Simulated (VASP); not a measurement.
# RbIr (Fd-3m) in VASP: notebook

RbIr is run at these levels: PBE; tasks: single point, relaxation of cell and atoms.

All numbers are computed with VASP 6.6.1; they aren't measurements. Logs are shortened: lines on timing, memory, paths and dates and some standing lists are left out, and cuts for length are marked.

## Step 1: The cell of the first run

Symmetry: Fd-3m, No. 227, cubic system. The conventional cell has a = 7.296 Å, b = 7.296 Å, c = 7.296 Å, α = 90.00°, β = 90.00°, γ = 90.00°. Rb (site symmetry -43m) has 4 Rb at 3.16 Å and 10 Ir at 3.16 to 3.65 Å within 4.2 Å. Ir (site symmetry -43m) has 10 Rb at 3.16 to 3.65 Å and 4 Ir at 3.16 Å within 4.2 Å.

## Step 2: Single point, PBE

The input, INCAR:

```
  PREC = Accurate
  ENCUT = 500
  EDIFF = 1E-6
  ISMEAR = 0
  SIGMA = 0.1
  LREAL = False
  LASPH = True
  NELM = 120
  ALGO = Normal
  ISIF = 2
  LWAVE = False
  LCHARG = False
  GGA = PE
  NBANDS = 26
  GGA_COMPAT = False
```

The input, KPOINTS:

```
Automatic mesh
0
Gamma
  4 4 4
```

The input, POSCAR:

```
RbIr
1.0
    0.0000000000      3.6478824098      3.6478824098
    3.6478824098      0.0000000000      3.6478824098
    3.6478824098      3.6478824098      0.0000000000
Rb Ir
2 2
Direct
    0.5000000000      0.5000000000      0.5000000000
    0.7500000000      0.7500000000      0.7500000000
    0.0000000000      0.0000000000      0.0000000000
    0.2500000000      0.2500000000      0.2500000000
```

Potentials or basis: VASP PAW PBE potentials, release 64 (Rb_sv, Ir).

On the command line:

```console
cat potpaw_PBE.64/Rb_sv/POTCAR potpaw_PBE.64/Ir/POTCAR > POTCAR
mpirun -np 1 vasp_std > vasp.out
```

OUTCAR:

```text
PREC = Accurate
   ENCUT = 500
   EDIFF = 1E-6
   ISMEAR = 0
   LREAL = False
   LASPH = True
   NELM = 120
   ISIF = 2
   GGA = PE

 ion  position               nearest neighbor table
   1  0.500  0.500  0.500-   2 3.16   4 3.16   4 3.16   4 3.16   4 3.16   2 3.16   2 3.16   2 3.16
                             3 3.65   3 3.65   3 3.65   3 3.65   3 3.65   3 3.65
   2  0.750  0.750  0.750-   1 3.16   3 3.16   1 3.16   1 3.16   1 3.16   3 3.16   3 3.16   3 3.16
                             4 3.65   4 3.65   4 3.65   4 3.65   4 3.65   4 3.65
   3  0.000  0.000  0.000-   2 3.16   4 3.16   2 3.16   2 3.16   2 3.16   4 3.16   4 3.16   4 3.16
                             1 3.65   1 3.65   1 3.65   1 3.65   1 3.65   1 3.65
   4  0.250  0.250  0.250-   1 3.16   3 3.16   3 3.16   3 3.16   3 3.16   1 3.16   1 3.16   1 3.16
                             2 3.65   2 3.65   2 3.65   2 3.65   2 3.65   2 3.65

  LATTYP: Found a face centered cubic cell.
 ALAT       =     7.2957648196

  Lattice vectors:

 A1 = (   0.0000000000,   3.6478824098,   3.6478824098)
 A2 = (   3.6478824098,   0.0000000000,   3.6478824098)
 A3 = (   3.6478824098,   3.6478824098,   0.0000000000)

Analysis of symmetry for initial positions (statically):
=====================================================================
 Subroutine PRICEL returns:
 Original cell was already a primitive cell.

 Routine SETGRP: Setting up the symmetry group for a
 face centered cubic supercell.

 Subroutine GETGRP returns: Found 48 space group operations
 (whereof 24 operations were pure point group operations)
 out of a pool of 48 trial point group operations.

The static configuration has the point symmetry T_d .
 The point group associated with its full space group is O_h .

Analysis of symmetry for dynamics (positions and initial velocities):
=====================================================================
 Subroutine PRICEL returns:
 Original cell was already a primitive cell.

 Routine SETGRP: Setting up the symmetry group for a
 face centered cubic supercell.

 Subroutine GETGRP returns: Found 48 space group operations
 (whereof 24 operations were pure point group operations)
 out of a pool of 48 trial point group operations.

The dynamic configuration has the point symmetry T_d .
 The point group associated with its full space group is O_h .

 Subroutine INISYM returns: Found 48 space group operations
 (whereof 24 operations are pure point group operations),
 and found     1 'primitive' translations

----------------------------------------------------------------------------------------

                                     Primitive cell

  volume of cell :      97.0851

  direct lattice vectors                    reciprocal lattice vectors
     0.000000000  3.647882410  3.647882410    -0.137065822  0.137065822  0.137065822
     3.647882410  0.000000000  3.647882410     0.137065822 -0.137065822  0.137065822
     3.647882410  3.647882410  0.000000000     0.137065822  0.137065822 -0.137065822

  length of vectors
     5.158884778  5.158884778  5.158884778     0.237404967  0.237404967  0.237404967

  position of ions in fractional coordinates (direct lattice)
     0.500000000  0.500000000  0.500000000
     0.750000000  0.750000000  0.750000000
     0.000000000  0.000000000  0.000000000
     0.250000000  0.250000000  0.250000000

  ion indices of the primitive-cell ions
   primitive index   ion index
                 1           1
                 2           2
                 3           3
                 4           4

----------------------------------------------------------------------------------------

 KPOINTS: Automatic mesh

Automatic generation of k-mesh.
 Grid dimensions read from file:
 generate k-points for:    4    4    4

 Generating k-lattice:

  Cartesian coordinates                     Fractional coordinates (reciprocal lattice)
    -0.034266455  0.034266455  0.034266455     0.250000000  0.000000000  0.000000000
     0.034266455 -0.034266455  0.034266455     0.000000000  0.250000000  0.000000000
     0.034266455  0.034266455 -0.034266455     0.000000000  0.000000000  0.250000000

  Length of vectors
     0.059351242  0.059351242  0.059351242

  Shift w.r.t. Gamma in fractional coordinates (k-lattice)
     0.000000000  0.000000000  0.000000000

 Subroutine IBZKPT returns following result:
 ===========================================

 Found      8 irreducible k-points:

 Following reciprocal coordinates:
            Coordinates               Weight
  0.000000  0.000000  0.000000      1.000000
  0.250000  0.000000  0.000000      8.000000
  0.500000  0.000000  0.000000      4.000000
  0.250000  0.250000  0.000000      6.000000
  0.500000  0.250000  0.000000     24.000000
 -0.250000  0.250000  0.000000     12.000000
  0.500000  0.500000  0.000000      3.000000
 -0.250000  0.500000  0.250000      6.000000
   k-points           NKPTS =      8   k-points in BZ     NKDIM =      8   number of bands    NBANDS=     26
   number of dos      NEDOS =    301   number of ions     NIONS =      4
   total plane-waves  NPLWV =  64000
   dimension x,y,z NGX =    40 NGY =   40 NGZ =   40
   dimension x,y,z NGXF=    80 NGYF=   80 NGZF=   80
   ions per type =               2   2
   NGX,Y,Z   is equivalent  to a cutoff of  12.89, 12.89, 12.89 a.u.
   NGXF,Y,Z  is equivalent  to a cutoff of  25.78, 25.78, 25.78 a.u.
 SYSTEM =  unknown system
   PREC   = accura    normal or accurate (medium, high low for compatibility)
   ISTART =      0    job   : 0-new  1-cont  2-samecut
   ICHARG =      2    charge: 1-file 2-atom 10-const
   ISPIN  =      1    spin polarized calculation?
   LNONCOLLINEAR =      F non collinear calculations
   LSORBIT =      F    spin-orbit coupling
   LASPH  =      T    aspherical Exc in radial PAW
   ENCUT  =  500.0 eV  36.75 Ry    6.06 a.u.   9.41  9.41  9.41*2*pi/ulx,y,z
   NELM   =    120;   NELMIN=  2; NELMDL= -5     # of ELM steps
   EDIFF  = 0.1E-05   stopping-criterion for ELM
   LREAL  =      F    real-space projection
   EDIFFG = 0.1E-04   stopping-criterion for IOM
   NSW    =      0    number of steps for IOM
   IBRION =     -1    ionic relax: 0-MD 1-quasi-New 2-CG
   NFREE  =      0    steps in history (QN), initial steepest desc. (CG)
   ISIF   =      2    stress and relaxation
   ISYM   =      2    0-nonsym 1-usesym 2-fastsym
   POTIM  = 0.5000    time-step for ionic-motion
   TEBEG  =    0.0;   TEEND  =   0.0 temperature during run
   PSTRESS=    0.0 pullay stress
   NELECT =      36.0000    total number of electrons
   NUPDOWN=      -1.0000    fix difference up-down
   EMIN   =  10.00;   EMAX   =-10.00  energy-range for DOS
   EFERMI =   0.00;   METHOD = LEGACY
   ISMEAR =     0;   SIGMA  =   0.10  broadening in eV -4-tet -1-fermi 0-gaus
   EFERMI_NEDOS =   21; number of points for ismear=-14 and -15
   IALGO  =     38    algorithm
   IMIX   =      4    mixing-type and parameters
     AMIX     =   0.40;   BMIX     =  1.00
     AMIX_MAG =   1.60;   BMIX_MAG =  1.00
  volume/ion in A,a.u.               =      24.27       163.79
  Fermi-wavevector in a.u.,A,eV,Ry     =   1.176138  2.222578 18.820937  1.383300
  Thomas-Fermi vector in A             =   2.312507
   LORBIT       =      0    0 simple, 1 ext, 2 COOP (PROOUT), +10 PAW based schemes
   GGA     = PE    functional components
   LHFCALC =     F    Hartree Fock is set to
   AEXX    =    0.0000 exact exchange contribution
   IVDW    =     0    specifies the selected vdW correction
   LEPSILON=     F    determine dielectric tensor
   LRPA    =     F    only Hartree local field effects (RPA)
 non-spin polarized calculation
 Gauss-broadening in eV      SIGMA  =   0.10
  energy-cutoff  :      500.00
  volume of cell :       97.09
 maximum number of plane-waves:      2488
 NGX is ok and might be reduce to    40
   NGX = 19   NGY = 19   NGZ = 19

 number of electron      36.0000002 magnetization

 Free energy of the ion-electron system (eV)
  ---------------------------------------------------
  ext. energy  EPLUGINS =         0.00000000
  ---------------------------------------------------
  free energy    TOTEN  =       -13.61493014 eV

  energy without entropy =      -13.56427923  energy(sigma->0) =      -13.58960469

 E-fermi :   3.3524     XC(G=0): -10.3349

 val. band max:        3.3434050801   @ k =   0.0000   0.0000   0.0000
 cond. band min:       3.3932035049   @ k =   0.5000   0.0000   0.0000
 fundamental gap:      0.0497984248
 Fermi energy:         3.3523550756

 k-point     1 :       0.0000    0.0000    0.0000
  band No.  band energies     occupation
      1     -23.7301      2.00000
      2     -23.1116      2.00000
      3      -8.2076      2.00000
      4      -8.2076      2.00000
      5      -8.2076      2.00000
      6      -7.2537      2.00000
[... 18 lines left out ...]
     25       9.5131      0.00000
     26       9.6013      0.00000

 k-point     2 :       0.2500    0.0000    0.0000
  band No.  band energies     occupation
      1     -23.6663      2.00000
      2     -23.1788      2.00000
      3      -8.3219      2.00000
      4      -8.3106      2.00000
      5      -8.3106      2.00000
      6      -7.2034      2.00000
[... 18 lines left out ...]
     25       9.2846      0.00000
     26      10.4699      0.00000

 k-point     3 :       0.5000    0.0000    0.0000
  band No.  band energies     occupation
      1     -23.5772      2.00000
      2     -23.2712      2.00000
      3      -8.4629      2.00000
      4      -8.3964      2.00000
      5      -8.3964      2.00000
      6      -7.0906      2.00000
[... 18 lines left out ...]
     25       8.8027      0.00000
     26       9.6139      0.00000

 k-point     4 :       0.2500    0.2500    0.0000
  band No.  band energies     occupation
      1     -23.6411      2.00000
      2     -23.2053      2.00000
      3      -8.4100      2.00000
      4      -8.4100      2.00000
      5      -8.0883      2.00000
      6      -7.5015      2.00000
[... 18 lines left out ...]
     25       9.3633      0.00000
     26       9.3633      0.00000

 k-point     5 :       0.5000    0.2500    0.0000
  band No.  band energies     occupation
      1     -23.5333      2.00000
      2     -23.3165      2.00000
      3      -8.6137      2.00000
      4      -8.4801      2.00000
      5      -8.0326      2.00000
      6      -7.4828      2.00000
[... 18 lines left out ...]
     25       9.5563      0.00000
     26      10.2492      0.00000

 k-point     6 :      -0.2500    0.2500    0.0000
  band No.  band energies     occupation
      1     -23.5778      2.00000
      2     -23.2707      2.00000
      3      -8.6117      2.00000
      4      -8.3936      2.00000
      5      -8.1265      2.00000
      6      -7.3476      2.00000
[... 18 lines left out ...]
     25       9.7257      0.00000
     26      10.2054      0.00000

 k-point     7 :       0.5000    0.5000    0.0000
  band No.  band energies     occupation
      1     -23.4256      2.00000
      2     -23.4256      2.00000
      3      -8.5529      2.00000
      4      -8.5529      2.00000
      5      -7.8138      2.00000
      6      -7.8138      2.00000
[... 18 lines left out ...]
     25      10.1001      0.00000
     26      10.1005      0.00000

 k-point     8 :      -0.2500    0.5000    0.2500
  band No.  band energies     occupation
      1     -23.4255      2.00000
      2     -23.4255      2.00000
      3      -8.6076      2.00000
      4      -8.6076      2.00000
      5      -7.7331      2.00000
      6      -7.7331      2.00000
[... 18 lines left out ...]
     25      10.1353      0.00000
     26      10.1353      0.00000

------------------------ aborting loop because EDIFF is reached ----------------------------------------

  FORCE on cell =-STRESS in cart. coord.  units (eV):
  Direction    XX          YY          ZZ          XY          YZ          ZX
  --------------------------------------------------------------------------------------
  -------------------------------------------------------------------------------------
  Total        0.0548429      0.0548429      0.0548429      0.0000000      0.0000000      0.0000000
  in kB        0.9050627      0.9050627      0.9050627      0.0000000      0.0000000      0.0000000
  external PRESSURE =       0.9050627 kB  Pullay stress =       0.0000000 kB

 VOLUME and BASIS-vectors are now :
 -----------------------------------------------------------------------------
  energy-cutoff  :      500.00
  volume of cell :       97.09
      direct lattice vectors                 reciprocal lattice vectors
     0.000000000  3.647882410  3.647882410    -0.137065822  0.137065822  0.137065822
     3.647882410  0.000000000  3.647882410     0.137065822 -0.137065822  0.137065822
     3.647882410  3.647882410  0.000000000     0.137065822  0.137065822 -0.137065822

 POSITION                                       TOTAL-FORCE (eV/Angst)
 -----------------------------------------------------------------------------------
      3.64788      3.64788      3.64788         0.000000      0.000000      0.000000
      5.47182      5.47182      5.47182        -0.000000     -0.000000      0.000000
      0.00000      0.00000      0.00000        -0.000000     -0.000000     -0.000000
      1.82394      1.82394      1.82394         0.000000      0.000000      0.000000
 -----------------------------------------------------------------------------------
    total drift:                               -0.000000      0.000000      0.000000

  FREE ENERGIE OF THE ION-ELECTRON SYSTEM (eV)
  ---------------------------------------------------
  free  energy   TOTEN  =       -13.6149301424 eV

  energy  without entropy=      -13.5642792349  energy(sigma->0) =      -13.58960469
```

Wall time 19 s (1 thread of Intel Xeon Platinum 8488C (Sapphire Rapids), shared host); peak memory 0.23 GiB.

What came out:

```
Free energy            : -13.6149 eV
Pressure               : 0.1 GPa
Band gap on the k mesh : zero (bands 18 and 19 overlap by 0.42 eV)
```

Levels at points of the mesh, in eV from the Fermi level:
```csv
k point,band 16,band 17,band 18,band 19,band 20,band 21
"(0.00, 0.00, 0.00)",-0.63,-0.63,-0.01,-0.01,3.72,3.72
"(0.50, 0.00, 0.00)",-0.65,-0.62,-0.32,-0.32,0.04,2.59
"(0.50, 0.50, 0.00)",-1.13,-0.11,-0.11,0.42,0.42,3.11
```

Caveat: the k points lie up to 0.37 Å⁻¹ apart; spin-orbit coupling is left out, which moves the levels of the heavy elements.

## Step 3: Single point, PBE

This run uses another cell than the first one, of 29.27 Å³/atom.

The input, INCAR:

```
PREC     = Accurate       # precision mode
ENCUT    = 500            # plane-wave cutoff, eV
EDIFF    = 1E-6           # SCF threshold, eV
ISMEAR   = 0              # smearing method
SIGMA    = 0.1            # smearing width, eV
LREAL    = F              # projectors in reciprocal space
LASPH    = T              # aspherical terms in the spheres
NELM     = 120            # most SCF steps
ALGO     = Normal         # electronic algorithm
ISIF     = 2              # what is computed and relaxed
LWAVE    = F              # write WAVECAR
LCHARG   = F              # write CHGCAR
GGA      = PE             # functional
NBANDS   = 26             # bands
GGA_COMPAT= F
```

KPOINTS is that of step 2.

The input, POSCAR:

```
RbIr
1.0
    0.0000000000      3.8827962753      3.8827962753
    3.8827962753      0.0000000000      3.8827962753
    3.8827962753      3.8827962753      0.0000000000
Rb Ir
2 2
Direct
    0.5000000000      0.5000000000      0.5000000000
    0.7500000000      0.7500000000      0.7500000000
    0.0000000000      0.0000000000      0.0000000000
    0.2500000000      0.2500000000      0.2500000000
```

Potentials or basis: VASP PAW PBE potentials, release 64 (Rb_sv, Ir).

On the command line:

```console
cat potpaw_PBE.64/Rb_sv/POTCAR potpaw_PBE.64/Ir/POTCAR > POTCAR
mpirun -np 1 vasp_std > vasp.out
```

Wall time 20 s (1 thread of Intel Xeon Platinum 8488C (Sapphire Rapids), shared host); peak memory 0.24 GiB.

Results (log left out):

```
Free energy            : -13.2212 eV
Pressure               : -5.3 GPa
Band gap on the k mesh : zero (bands 18 and 19 overlap by 0.27 eV)
```

Levels at points of the mesh, in eV from the Fermi level:
| k point | band 15 | band 16 | band 17 | band 18 | band 19 | band 20 | band 21 | band 22 |
| --- | --- | --- | --- | --- | --- | --- | --- | --- |
| (0.00, 0.00, 0.00) | -0.51 | -0.51 | -0.51 | 0.00 | 0.00 | 3.27 | 3.63 | 3.63 |
| (0.50, 0.00, 0.00) | -0.58 | -0.44 | -0.44 | -0.19 | -0.19 | 0.04 | 2.56 | 2.56 |
| (0.50, 0.50, 0.00) | -0.78 | -0.78 | -0.07 | -0.07 | 0.29 | 0.29 | 2.85 | 2.85 |

Caveat: the cell stands under tension; spin-orbit coupling is left out, which moves the levels of the heavy elements.

(Part 1 of 3 ends here.)
